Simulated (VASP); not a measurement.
Write the native input for VASP 6.6.1 that does the following.

```
Task                   : relaxation of shape and atoms at fixed volume
Functional             : PBE
Potentials or basis    : VASP PAW PBE potentials, release 64 (Ti_sv, Te)
Cutoff                 : 600 eV
k mesh                 : 12 × 12 × 8
Occupations            : gaussian, width 0.1 eV
Spin                   : no spin polarisation
Dipole correction      : no
Further INCAR settings : ALGO = Normal; EDIFF = 1e-06; IBRION = 2; EDIFFG = -0.01; NSW = 50; ISIF = 4
```

The structure of TiTe2 lies in POSCAR:

```
TiTe2
1.0
    3.7309544834      0.0000000000      0.0000000000
   -1.8654772417      3.2311013630      0.0000000000
    0.0000000000      0.0000000000      6.8284344770
Ti Te
1 2
Direct
    0.0000000000      0.0000000000      0.0000000000
    0.6666666667      0.3333333333      0.2508568286
    0.3333333333      0.6666666667      0.7491431714
```

This cell differs from its parent crystal: volume scaled by 0.97.

These files were run (other wordings do the same):

INCAR

```
SYSTEM = TiTe2
ALGO     = Normal         ! electronic algorithm
EDIFF    = 1E-6           ! SCF threshold, eV
EDIFFG   = -0.01          ! ionic threshold
ENCUT    = 600            ! plane-wave cutoff, eV
GGA      = PE             ! functional
IBRION   = 2              ! ionic algorithm
ISIF     = 4              ! what is computed and relaxed
ISMEAR   = 0              ! smearing method
LASPH    = .TRUE.         ! aspherical terms in the spheres
LCHARG   = .FALSE.        ! write CHGCAR
LREAL    = .FALSE.        ! projectors in reciprocal space
LWAVE    = .FALSE.        ! write WAVECAR
NELM     = 80             ! most SCF steps
NSW      = 50             ! ionic steps
PREC     = Accurate       ! precision mode
SIGMA    = 0.1            ! smearing width, eV
```

KPOINTS

```
k-points
0
G
  12 12 8
  0 0 0
```

Potentials or basis: VASP PAW PBE potentials, release 64 (Ti_sv, Te).

Launch:

```bash
$ cat potpaw_PBE.64/Ti_sv/POTCAR potpaw_PBE.64/Te/POTCAR > POTCAR
$ mpirun -np 1 vasp_std > vasp.out
```

It gave:

- Energy gained by relaxing: 4.1 meV/atom
- Ionic steps: 6
- Pressure after relaxing: 0.4 GPa
- Largest force after relaxing: 0.009 eV/Å
- Band gap on the k mesh: zero (band 12 reaches 6.93 eV, above the bottom of band 13 at 6.24 eV)

Caveat: spin-orbit coupling is left out, which moves the levels of the heavy elements; this functional lacks dispersion, which binds the layers, so the pressure and a relaxed spacing across them are unreliable.

Wall time 12 min on 1 thread of Intel Xeon 6975P-C, with other jobs on the host, peak memory 0.39 GiB.
